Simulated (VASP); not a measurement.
# Rb (Im-3m) in VASP: further runs

Rb is run at these levels: r2SCAN+rVV10; tasks: single point.

Everything below comes from runs of VASP 6.6.1. Logs are shortened: lines on timing, memory, paths and dates and some standing lists are left out, and cuts for length are marked.

## 1. The cell of the first run

It takes space group Im-3m (No. 229, cubic). Conventional cell: a = 5.735 Å, b = 5.735 Å, c = 5.735 Å, α = 90.00°, β = 90.00°, γ = 90.00°.

## 2. Single point, r2SCAN+rVV10 (94.33 Å³/atom)

Contents of POSCAR:

```
Rb
1.0
   -2.8676989518      2.8676989518      2.8676989518
    2.8676989518     -2.8676989518      2.8676989518
    2.8676989518      2.8676989518     -2.8676989518
Rb
1
Direct
    0.0000000000      0.0000000000      0.0000000000
```

Contents of INCAR.step1:

```
PREC = Accurate
ENCUT = 520
ISMEAR = 0
SIGMA = 0.1
LREAL = False
LASPH = True
NELM = 80
NBANDS = 10
GGA = PE
ALGO = Normal
EDIFF = 1E-4
LWAVE = True
LCHARG = False
```

Contents of INCAR.step2:

```
PREC = Accurate
ENCUT = 520
EDIFF = 1E-6
ISMEAR = 0
SIGMA = 0.1
LREAL = False
LASPH = True
NELM = 80
ALGO = Normal
ISIF = 2
LWAVE = False
LCHARG = False
METAGGA = R2SCAN
LMIXTAU = True
LUSE_VDW = True
IVDW_NL = 2
BPARAM = 11.95
CPARAM = 0.0093
NBANDS = 10
ISTART = 1
```

Contents of KPOINTS:

```
regular mesh
0
Gamma
  10 10 10
```

Potentials or basis: VASP PAW PBE potentials, release 64 (Rb_sv).

The run is started by

```bash
> cat potpaw_PBE.64/Rb_sv/POTCAR > POTCAR
> cp INCAR.step1 INCAR
> mpirun -np 1 vasp_std > vasp.out
> cp INCAR.step2 INCAR
> mpirun -np 1 vasp_std > vasp.out
```

OUTCAR:

```text
PREC = Accurate
   ENCUT = 520
   EDIFF = 1E-6
   ISMEAR = 0
   LREAL = False
   LASPH = True
   NELM = 80
   ISIF = 2
   METAGGA = R2SCAN
   IVDW_NL = 2
   BPARAM = 11.95
   ISTART = 1

 ion  position               nearest neighbor table
   1  0.000  0.000  0.000-

  LATTYP: Found a body centered cubic cell.
 ALAT       =     5.7353979036

  Lattice vectors:

 A1 = (  -2.8676989518,   2.8676989518,   2.8676989518)
 A2 = (   2.8676989518,  -2.8676989518,   2.8676989518)
 A3 = (   2.8676989518,   2.8676989518,  -2.8676989518)

Analysis of symmetry for initial positions (statically):
=====================================================================
 Subroutine PRICEL returns:
 Original cell was already a primitive cell.

 Routine SETGRP: Setting up the symmetry group for a
 body centered cubic supercell.

 Subroutine GETGRP returns: Found 48 space group operations
 (whereof 48 operations were pure point group operations)
 out of a pool of 48 trial point group operations.

The static configuration has the point symmetry O_h .

Analysis of symmetry for dynamics (positions and initial velocities):
=====================================================================
 Subroutine PRICEL returns:
 Original cell was already a primitive cell.

 Routine SETGRP: Setting up the symmetry group for a
 body centered cubic supercell.

 Subroutine GETGRP returns: Found 48 space group operations
 (whereof 48 operations were pure point group operations)
 out of a pool of 48 trial point group operations.

The dynamic configuration has the point symmetry O_h .

 Subroutine INISYM returns: Found 48 space group operations
 (whereof 48 operations are pure point group operations),
 and found     1 'primitive' translations

----------------------------------------------------------------------------------------

                                     Primitive cell

  volume of cell :      94.3324

  direct lattice vectors                    reciprocal lattice vectors
    -2.867698952  2.867698952  2.867698952     0.000000000  0.174355819  0.174355819
     2.867698952 -2.867698952  2.867698952     0.174355819  0.000000000  0.174355819
     2.867698952  2.867698952 -2.867698952     0.174355819  0.174355819  0.000000000

  length of vectors
     4.967000285  4.967000285  4.967000285     0.246576364  0.246576364  0.246576364

  position of ions in fractional coordinates (direct lattice)
     0.000000000  0.000000000  0.000000000

  ion indices of the primitive-cell ions
   primitive index   ion index
                 1           1

----------------------------------------------------------------------------------------

 KPOINTS: regular mesh

Automatic generation of k-mesh.
 Grid dimensions read from file:
 generate k-points for:   10   10   10

 Generating k-lattice:

  Cartesian coordinates                     Fractional coordinates (reciprocal lattice)
     0.000000000  0.017435582  0.017435582     0.100000000  0.000000000  0.000000000
     0.017435582  0.000000000  0.017435582     0.000000000  0.100000000  0.000000000
     0.017435582  0.017435582  0.000000000     0.000000000  0.000000000  0.100000000

  Length of vectors
     0.024657636  0.024657636  0.024657636

  Shift w.r.t. Gamma in fractional coordinates (k-lattice)
     0.000000000  0.000000000  0.000000000

 Subroutine IBZKPT returns following result:
 ===========================================

 Found     47 irreducible k-points:

 Following reciprocal coordinates:
            Coordinates               Weight
  0.000000  0.000000  0.000000      1.000000
  0.100000  0.000000  0.000000     12.000000
  0.200000  0.000000  0.000000     12.000000
  0.300000  0.000000  0.000000     12.000000
  0.400000  0.000000  0.000000     12.000000
  0.500000  0.000000  0.000000      6.000000
[... 16 lines left out ...]
  0.300000  0.300000  0.100000      8.000000
 -0.300000  0.300000  0.100000     24.000000
 [... further k-points ...]
   k-points           NKPTS =     47   k-points in BZ     NKDIM =     47   number of bands    NBANDS=     10
   number of dos      NEDOS =    301   number of ions     NIONS =      1
   total plane-waves  NPLWV =  64000
   dimension x,y,z NGX =    40 NGY =   40 NGZ =   40
   dimension x,y,z NGXF=    80 NGYF=   80 NGZF=   80
   ions per type =               1
   NGX,Y,Z   is equivalent  to a cutoff of  13.39, 13.39, 13.39 a.u.
   NGXF,Y,Z  is equivalent  to a cutoff of  26.78, 26.78, 26.78 a.u.
 SYSTEM =  unknown system
   PREC   = accura    normal or accurate (medium, high low for compatibility)
   ISTART =      1    job   : 0-new  1-cont  2-samecut
   ICHARG =      0    charge: 1-file 2-atom 10-const
   ISPIN  =      1    spin polarized calculation?
   LNONCOLLINEAR =      F non collinear calculations
   LSORBIT =      F    spin-orbit coupling
   LASPH  =      T    aspherical Exc in radial PAW
   ENCUT  =  520.0 eV  38.22 Ry    6.18 a.u.   9.24  9.24  9.24*2*pi/ulx,y,z
   NELM   =     80;   NELMIN=  2; NELMDL=  0     # of ELM steps
   EDIFF  = 0.1E-05   stopping-criterion for ELM
   LREAL  =      F    real-space projection
   EDIFFG = 0.1E-04   stopping-criterion for IOM
   NSW    =      0    number of steps for IOM
   IBRION =     -1    ionic relax: 0-MD 1-quasi-New 2-CG
   NFREE  =      0    steps in history (QN), initial steepest desc. (CG)
   ISIF   =      2    stress and relaxation
   ISYM   =      2    0-nonsym 1-usesym 2-fastsym
   POTIM  = 0.5000    time-step for ionic-motion
   TEBEG  =    0.0;   TEEND  =   0.0 temperature during run
   PSTRESS=    0.0 pullay stress
   NELECT =       9.0000    total number of electrons
   NUPDOWN=      -1.0000    fix difference up-down
   EMIN   =  10.00;   EMAX   =-10.00  energy-range for DOS
   EFERMI =   0.00;   METHOD = LEGACY
   ISMEAR =     0;   SIGMA  =   0.10  broadening in eV -4-tet -1-fermi 0-gaus
   EFERMI_NEDOS =   21; number of points for ismear=-14 and -15
   IALGO  =     38    algorithm
   IMIX   =      4    mixing-type and parameters
     AMIX     =   0.40;   BMIX     =  1.00
     AMIX_MAG =   1.60;   BMIX_MAG =  1.00
  volume/ion in A,a.u.               =      94.33       636.59
  Fermi-wavevector in a.u.,A,eV,Ry     =   0.748058  1.413625  7.613701  0.559591
  Thomas-Fermi vector in A             =   1.844258
   LORBIT       =      0    0 simple, 1 ext, 2 COOP (PROOUT), +10 PAW based schemes
   METAGGA = R2SCAN    functional components
   LHFCALC =     F    Hartree Fock is set to
   AEXX    =    0.0000 exact exchange contribution
   IVDW_NL    =     2    kernel type
   BPARAM     =11.9500
   IVDW    =     0    specifies the selected vdW correction
   LEPSILON=     F    determine dielectric tensor
   LRPA    =     F    only Hartree local field effects (RPA)
 non-spin polarized calculation
 Gauss-broadening in eV      SIGMA  =   0.10
  energy-cutoff  :      520.00
  volume of cell :       94.33
 maximum number of plane-waves:      2556
 NGX is ok and might be reduce to    40
   NGX = 19   NGY = 19   NGZ = 19

 number of electron       9.0000000 magnetization

 Free energy of the ion-electron system (eV)
  ---------------------------------------------------
  ext. energy  EPLUGINS =         0.00000000
  ---------------------------------------------------
  free energy    TOTEN  =       -13.62369066 eV

  energy without entropy =      -13.61800893  energy(sigma->0) =      -13.62084979

 E-fermi :  -0.0345     XC(G=0):  -5.6583

 val. band max:       -0.0392590458   @ k =   0.3000   0.2000  -0.0000
 cond. band min:       0.0421778237   @ k =  -0.4000   0.4000   0.2000
 fundamental gap:      0.0814368695
 Fermi energy:        -0.0345100054

 k-point     1 :       0.0000    0.0000    0.0000
  band No.  band energies     occupation
      1     -30.0817      2.00000
      2     -13.5754      2.00000
      3     -13.5754      2.00000
      4     -13.5754      2.00000
      5      -2.0843      2.00000
      6       4.0554      0.00000
      7       4.0554      0.00000
      8       4.0554      0.00000
      9       5.0155      0.00000
     10       5.0155      0.00000

 k-point     2 :       0.1000    0.0000    0.0000
  band No.  band energies     occupation
      1     -30.0813      2.00000
      2     -13.5840      2.00000
      3     -13.5781      2.00000
      4     -13.5754      2.00000
      5      -1.9630      2.00000
      6       3.8178      0.00000
      7       3.8673      0.00000
      8       4.1646      0.00000
      9       4.7685      0.00000
     10       4.9509      0.00000

 k-point     3 :       0.2000    0.0000    0.0000
  band No.  band energies     occupation
      1     -30.0804      2.00000
      2     -13.6062      2.00000
      3     -13.5853      2.00000
      4     -13.5755      2.00000
      5      -1.6089      2.00000
      6       3.0653      0.00000
      7       3.4900      0.00000
      8       4.4874      0.00000
      9       4.7674      0.00000
     10       4.8684      0.00000

 k-point     4 :       0.3000    0.0000    0.0000
  band No.  band energies     occupation
      1     -30.0792      2.00000
      2     -13.6332      2.00000
      3     -13.5941      2.00000
      4     -13.5755      2.00000
      5      -1.0517      2.00000
      6       2.1996      0.00000
      7       3.1423      0.00000
      8       4.8798      0.00000
      9       4.9035      0.00000
     10       5.0090      0.00000
[... 222 lines left out ...]
 k-point    22 :      -0.2000    0.2000    0.1000
  band No.  band energies     occupation
      1     -30.0800      2.00000
      2     -13.6062      2.00000
      3     -13.5882      2.00000
      4     -13.5822      2.00000
      5      -1.4935      2.00000
      6       3.0942      0.00000
      7       3.4786      0.00000
      8       3.9937      0.00000
      9       4.4944      0.00000
     10       5.4372      0.00000

 k-point    23 :       0.3000    0.3000    0.1000
  band No.  band energies     occupation
      1     -30.0776      2.00000
      2     -13.6301      2.00000
      3     -13.6301      2.00000
      4     -13.5935      2.00000
      5       1.1047      0.00000
      6       1.1047      0.00000
      7       1.4307      0.00000
      8       3.6792      0.00000
      9       5.6036      0.00000
     10       5.6036      0.00000

 k-point    24 :      -0.3000    0.3000    0.1000
  band No.  band energies     occupation
      1     -30.0788      2.00000
      2     -13.6320      2.00000
      3     -13.5972      2.00000
      4     -13.5820      2.00000
      5      -0.9432      2.00000
      6       2.2366      0.00000
      7       3.1699      0.00000
      8       4.0524      0.00000
      9       5.0041      0.00000
     10       5.4919      0.00000

 [... further k-points ...]

------------------------ aborting loop because EDIFF is reached ----------------------------------------

  FORCE on cell =-STRESS in cart. coord.  units (eV):
  Direction    XX          YY          ZZ          XY          YZ          ZX
  --------------------------------------------------------------------------------------
  -------------------------------------------------------------------------------------
  Total       -0.0361024     -0.0361024     -0.0361024      0.0000000      0.0000000     -0.0000000
  in kB       -0.6131778     -0.6131778     -0.6131778      0.0000000      0.0000000     -0.0000000
  external PRESSURE =      -0.6131778 kB  Pullay stress =       0.0000000 kB

 VOLUME and BASIS-vectors are now :
 -----------------------------------------------------------------------------
  energy-cutoff  :      520.00
  volume of cell :       94.33
      direct lattice vectors                 reciprocal lattice vectors
    -2.867698952  2.867698952  2.867698952     0.000000000  0.174355819  0.174355819
     2.867698952 -2.867698952  2.867698952     0.174355819  0.000000000  0.174355819
     2.867698952  2.867698952 -2.867698952     0.174355819  0.174355819  0.000000000

 POSITION                                       TOTAL-FORCE (eV/Angst)
 -----------------------------------------------------------------------------------
      0.00000      0.00000      0.00000        -0.000000      0.000000     -0.000000
 -----------------------------------------------------------------------------------
    total drift:                                0.000000     -0.000000     -0.000000

  FREE ENERGIE OF THE ION-ELECTRON SYSTEM (eV)
  ---------------------------------------------------
  free  energy   TOTEN  =       -13.6236906586 eV

  energy  without entropy=      -13.6180089260  energy(sigma->0) =      -13.62084979
```

Run time: 8.1 min. Hardware: 1 thread of Intel Xeon 8259CL, shared host; peak memory 0.51 GiB.

What came out:

```
Free energy            : -13.6237 eV
Pressure               : -0.1 GPa
Band gap on the k mesh : zero (an odd number of electrons rules out a gap without spin polarisation)
```

Levels at points of the mesh, in eV from the Fermi level:
```
           k point  band 3  band 4  band 5  band 6  band 7  band 8
(0.00, 0.00, 0.00)  -13.54  -13.54   -2.05    4.09    4.09    4.09
(0.50, 0.00, 0.00)  -13.57  -13.54    0.36    0.69    2.87    4.73
(0.50, 0.50, 0.50)  -13.60  -13.60    1.34    1.34    3.42    3.42
```

Caveat: the PAW data sets were made with another functional, which shifts forces and pressure a little.

## 3. Single point, r2SCAN+rVV10 (97.08 Å³/atom)

This run uses another cell than the first one, of 97.08 Å³/atom.

Contents of POSCAR:

```
Rb
1.0
   -2.8952746718      2.8952746718      2.8952746718
    2.8952746718     -2.8952746718      2.8952746718
    2.8952746718      2.8952746718     -2.8952746718
Rb
1
Direct
    0.0000000000      0.0000000000      0.0000000000
```

Contents of INCAR.step1:

```
ALGO     = Normal         # electronic algorithm
EDIFF    = 1E-4           # SCF threshold, eV
ENCUT    = 520            # plane-wave cutoff, eV
GGA      = PE             # functional
ISMEAR   = 0              # smearing method
LASPH    = True           # aspherical terms in the spheres
LCHARG   = False          # write CHGCAR
LREAL    = False          # projectors in reciprocal space
LWAVE    = True           # write WAVECAR
NBANDS   = 10             # bands
NELM     = 60             # most SCF steps
PREC     = Accurate       # precision mode
SIGMA    = 0.1            # smearing width, eV
```

Contents of INCAR.step2:

```
ALGO     = Normal         # electronic algorithm
BPARAM   = 11.95        
CPARAM   = 0.0093       
EDIFF    = 1E-6           # SCF threshold, eV
ENCUT    = 520            # plane-wave cutoff, eV
ISIF     = 2              # what is computed and relaxed
ISMEAR   = 0              # smearing method
ISTART   = 1            
IVDW_NL  = 2            
LASPH    = True           # aspherical terms in the spheres
LCHARG   = False          # write CHGCAR
LMIXTAU  = True         
LREAL    = False          # projectors in reciprocal space
LUSE_VDW = True         
LWAVE    = False          # write WAVECAR
METAGGA  = R2SCAN         # meta-GGA
NBANDS   = 10             # bands
NELM     = 60             # most SCF steps
PREC     = Accurate       # precision mode
SIGMA    = 0.1            # smearing width, eV
```

Contents of KPOINTS:

```
k-points
0
Gamma
  10 10 10
```

Potentials or basis: VASP PAW PBE potentials, release 64 (Rb_sv).

The run is started by

```bash
> cat potpaw_PBE.64/Rb_sv/POTCAR > POTCAR
> cp INCAR.step1 INCAR
> mpirun -np 1 vasp_std > vasp.out
> cp INCAR.step2 INCAR
> mpirun -np 1 vasp_std > vasp.out
```

Wall time 7.6 min (1 thread of Intel Xeon 8259CL, shared host); peak memory 0.51 GiB.

The run converged. Its results:

| Quantity | Value |
| --- | --- |
| Free energy | -13.6220 eV |
| Pressure | -0.1 GPa |
| Band gap on the k mesh | zero (an odd number of electrons rules out a gap without spin polarisation) |

Levels at points of the mesh, in eV from the Fermi level:
| k point | band 3 | band 4 | band 5 | band 6 | band 7 | band 8 |
| --- | --- | --- | --- | --- | --- | --- |
| (0.00, 0.00, 0.00) | -13.56 | -13.56 | -2.01 | 4.06 | 4.06 | 4.06 |
| (0.50, 0.00, 0.00) | -13.59 | -13.56 | 0.36 | 0.67 | 2.86 | 4.67 |
| (0.50, 0.50, 0.50) | -13.62 | -13.62 | 1.37 | 1.37 | 3.34 | 3.34 |

Caveat: the PAW data sets were made with another functional, which shifts forces and pressure a little.

The gap in the log of VASP goes by the Fermi energy; the results here count the filled bands.